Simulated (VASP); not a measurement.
A run of VASP 6.6.1 is set up as follows.

Contents of INCAR:

```
ALGO = Normal
EDIFF = 1E-7
ENCUT = 520
GGA = PE
ISIF = 2
ISMEAR = -1
LASPH = True
LCHARG = False
LREAL = False
LWAVE = False
NBANDS = 33
NELM = 80
PREC = Accurate
SIGMA = 0.05
```

File KPOINTS:

```
k-points
0
Gamma
  6 6 6
```

File POSCAR:

```
Tl3Cu
1.0
    4.1932713609      0.0000000000      0.0000000000
    0.0000000000      4.1932713609      0.0000000000
    0.0000000000      0.0000000000      4.1932713609
Tl Cu
3 1
Direct
    0.5000000000      0.5000000000      0.0000000000
    0.5000000000      0.0000000000      0.5000000000
    0.0000000000      0.5000000000      0.5000000000
    0.0000000000      0.0000000000      0.0000000000
```

Potentials or basis: VASP PAW PBE potentials, release 64 (Tl_d, Cu).

The run is started by

```console
$ cat potpaw_PBE.64/Tl_d/POTCAR potpaw_PBE.64/Cu/POTCAR > POTCAR
$ mpirun -np 1 vasp_std > vasp.out
```

Question: Predict the band gap on the k mesh.

Answer: Zero (bands 25 and 26 overlap by 4.69 eV).

Question: Predict the pressure.

Answer: 30.0 GPa.

Caveat: the cell stands under pressure; spin-orbit coupling is left out, which moves the levels of the heavy elements.
